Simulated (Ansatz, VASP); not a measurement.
Two plane-wave programs on GaN

File INCAR:

```
  ALGO = Normal
  EDIFF = 1E-6
  ENCUT = 520
  GGA = CA
  ISIF = 2
  ISMEAR = 0
  LASPH = True
  LCHARG = False
  LREAL = False
  LWAVE = False
  NBANDS = 16
  NELM = 80
  PREC = Accurate
  SIGMA = 0.01
```

File KPOINTS:

```
k-points
0
Gamma
  8 8 8
```

Contents of POSCAR:

```
GaN
1.0
    0.0000000000      2.2535006100      2.2535006100
    2.2535006100      0.0000000000      2.2535006100
    2.2535006100      2.2535006100      0.0000000000
Ga N
1 1
Direct
    0.0000000000      0.0000000000      0.0000000000
    0.7500000000      0.7500000000      0.7500000000
```

Input for Ansatz:

```yaml
crystal:
  lattice:
    - [0.0, 2.25350061, 2.25350061]
    - [2.25350061, 0.0, 2.25350061]
    - [2.25350061, 2.25350061, 0.0]
  atoms:
    - { symbol: Ga, position: [0.0, 0.0, 0.0] }
    - { symbol: "N", position: [0.75, 0.75, 0.75] }
kpoints:
  mp_grid:
    grid: [8, 8, 8]
hamiltonian:
  xc: lda
scf:
  occupations:
    method: fixed
output:
  stress: true
```

Alike in both runs: task single point; functional LDA; k mesh 8 × 8 × 8; no spin polarisation.

|  | VASP | Ansatz |
| --- | --- | --- |
| version | VASP 6.6.1 | Ansatz 0.2.0 |
| potentials or method | VASP PAW LDA potentials, release 64 (Ga_d, N) | plane waves, PAW |
| plane-wave cutoff (eV) | 520 | 420 |
| occupations | gaussian, width 0.01 eV | fixed |
| valence electrons in the cell | 18 | 18 |

|  | VASP | Ansatz | Ansatz less VASP |
| --- | --- | --- | --- |
| pressure (GPa) | -5.5 | -6.5 | -0.98 |

LDA's correlation is that of Perdew and Zunger in VASP and of Perdew and Wang (1992) in Ansatz.
